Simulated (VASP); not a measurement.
Write the native input for VASP 6.6.1 that does the following.

| Quantity | Value |
| --- | --- |
| Task | single point |
| Functional | r2SCAN |
| Potentials or basis | VASP PAW PBE potentials, release 64 (W_sv, S) |
| Cutoff | 520 eV |
| k mesh | 10 × 10 × 10 |
| Occupations | gaussian, width 0.01 eV |
| Spin | no spin polarisation |
| Dipole correction | no |
| Further INCAR settings | ALGO = Normal; EDIFF = 1e-07; NBANDS = 20 |

Crystal: WS2.

```
CELL_PARAMETERS angstrom
1.58589 0.91561 6.23747
-1.58589 0.91561 6.23747
0.00000 -1.83122 6.23747
ATOMIC_POSITIONS crystal
W 0.99999 0.99999 0.99999
S 0.41680 0.41680 0.41680
S 0.24988 0.24988 0.24988
```

These files were run (other wordings do the same):

POSCAR

```
WS2
1.0
    1.5858866930      0.9156121092      6.2374696033
   -1.5858866930      0.9156121092      6.2374696033
    0.0000000000     -1.8312242183      6.2374696033
W S
1 2
Direct
   -0.0000115684     -0.0000115684     -0.0000115684
    0.4167981707      0.4167981707      0.4167981707
    0.2498800644      0.2498800644      0.2498800644
```

INCAR.step1

```
SYSTEM = WS2
PREC = Accurate
ENCUT = 520
ISMEAR = 0
SIGMA = 0.01
LREAL = .False.
LASPH = .True.
NELM = 60
NBANDS = 20
GGA = PE
ALGO = Normal
EDIFF = 1E-4
LWAVE = .True.
LCHARG = .False.
```

INCAR.step2

```
SYSTEM = WS2
PREC = Accurate
ENCUT = 520
EDIFF = 1E-7
ISMEAR = 0
SIGMA = 0.01
LREAL = .False.
LASPH = .True.
NELM = 60
ALGO = Normal
ISIF = 2
LWAVE = .False.
LCHARG = .False.
METAGGA = R2SCAN
LMIXTAU = .True.
NBANDS = 20
ISTART = 1
```

KPOINTS

```
Automatic mesh
0
Gamma
  10 10 10
  0 0 0
```

Potentials or basis: VASP PAW PBE potentials, release 64 (W_sv, S).

The run is started by

```console
$ cat potpaw_PBE.64/W_sv/POTCAR potpaw_PBE.64/S/POTCAR > POTCAR
$ cp INCAR.step1 INCAR
$ mpirun -np 1 vasp_std > vasp.out
$ cp INCAR.step2 INCAR
$ mpirun -np 1 vasp_std > vasp.out
```

It gave:

The pressure is 1.4 GPa, the largest force is 0.031 eV/Å and the band gap on the k mesh is 1.25 eV (least direct gap 2.32 eV).

Caveat: the PAW data sets were made with another functional, which shifts forces and pressure a little; spin-orbit coupling is left out, which moves the levels of the heavy elements.

It took 14 min on 1 thread of Intel(R) Xeon(R) Platinum 8559C (Emerald Rapids) (shared host), peak memory 0.44 GiB.
